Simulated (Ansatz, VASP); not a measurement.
# Two plane-wave programs on TeF

```xyz
4
Lattice="0.0000 3.3422 3.3422 3.3422 0.0000 3.3422 3.3422 3.3422 0.0000" Properties=species:S:1:pos:R:3 pbc="T T T"
Te    5.0133    5.0133    5.0133
Te    3.3422    3.3422    3.3422
F     1.6711    1.6711    1.6711
F     0.0000    0.0000    0.0000
```

Change from the starting cell: species swapped into the LiZn type (Fd-3m, No. 227).

Alike in both runs: functional PBE; k mesh 4 × 4 × 4; occupations gaussian, width 0.1 eV; no spin polarisation.

Ansatz relaxed the structure, and its values are those at the end. VASP's run is a single point on that final structure, the one shown.

|  | VASP | Ansatz |
| --- | --- | --- |
| version | VASP 6.6.1 | Ansatz 0.2.0 |
| potentials or method | VASP PAW PBE potentials, release 64 (Te, F), cutoff 520 eV | scalar-relativistic, plane waves, PAW |
| valence electrons in the cell | 26 | 46 |

```tsv
	VASP	Ansatz	Ansatz less VASP
gap on the k mesh at the Fermi level (eV)	none	none	-
pressure (GPa)	-0.6	-0.3	+0.29
```

A gap of «none» marks a metal or a gap that the smearing closes. With one functional, cell and mesh, what is left measures potentials, basis and numerics. VASP's potentials hold 26 valence electrons a cell and Ansatz's 46, so a difference there can come from the potentials and not from the codes.

The k mesh is coarse, so the values compare programs but aren't converged. Spin-orbit coupling is off throughout.
